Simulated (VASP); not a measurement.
Set up this calculation in VASP 6.6.1, as the native input.

- Task: single point
- Functional: r2SCAN
- Potentials or basis: VASP PAW PBE potentials, release 64 (Re)
- Cutoff: 520 eV
- k mesh: 18 × 18 × 10
- Occupations: gaussian, width 0.1 eV
- Spin: no spin polarisation
- Dipole correction: no
- Further INCAR settings: ALGO = Normal; EDIFF = 1e-07; NBANDS = 14

The system is Re.

```
CELL_PARAMETERS angstrom
2.75803 0.00000 0.00000
-1.37901 2.38852 0.00000
0.00000 0.00000 4.46225
ATOMIC_POSITIONS crystal
Re 0.33333 0.66667 0.25000
Re 0.66667 0.33333 0.75000
```

One way to write it, as run:

POSCAR

```
Re
1.0
    2.7580263307      0.0000000000      0.0000000000
   -1.3790131654      2.3885208667      0.0000000000
    0.0000000000      0.0000000000      4.4622539342
Re
2
Direct
    0.3333333333      0.6666666667      0.2500000000
    0.6666666667      0.3333333333      0.7500000000
```

INCAR.step1

```
SYSTEM = Re
PREC = Accurate
ENCUT = 520
ISMEAR = 0
SIGMA = 0.1
LREAL = .False.
LASPH = .True.
NELM = 80
NBANDS = 14
GGA = PE
ALGO = Normal
EDIFF = 1E-4
LWAVE = .True.
LCHARG = .False.
```

INCAR.step2

```
SYSTEM = Re
PREC = Accurate
ENCUT = 520
EDIFF = 1E-7
ISMEAR = 0
SIGMA = 0.1
LREAL = .False.
LASPH = .True.
NELM = 80
ALGO = Normal
ISIF = 2
LWAVE = .False.
LCHARG = .False.
METAGGA = R2SCAN
LMIXTAU = .True.
NBANDS = 14
ISTART = 1
```

KPOINTS

```
Automatic mesh
0
Gamma
  18 18 10
  0 0 0
```

Potentials or basis: VASP PAW PBE potentials, release 64 (Re).

Launch:

```console
$ cat potpaw_PBE.64/Re/POTCAR > POTCAR
$ cp INCAR.step1 INCAR
$ mpirun -np 1 vasp_std > vasp.out
$ cp INCAR.step2 INCAR
$ mpirun -np 1 vasp_std > vasp.out
```

It gave:

| Quantity | Value |
| --- | --- |
| Pressure | 0.1 GPa |
| Band gap on the k mesh | zero (band 7 reaches 9.14 eV, above the bottom of band 8 at 5.94 eV) |

Caveat: the PAW data sets were made with another functional, which shifts forces and pressure a little; spin-orbit coupling is left out, which moves the levels of the heavy elements.

Run time: 2.3 min on 1 thread of Intel(R) Xeon(R) 6975P-C (Granite Rapids), on a shared host, peak memory 0.22 GiB.
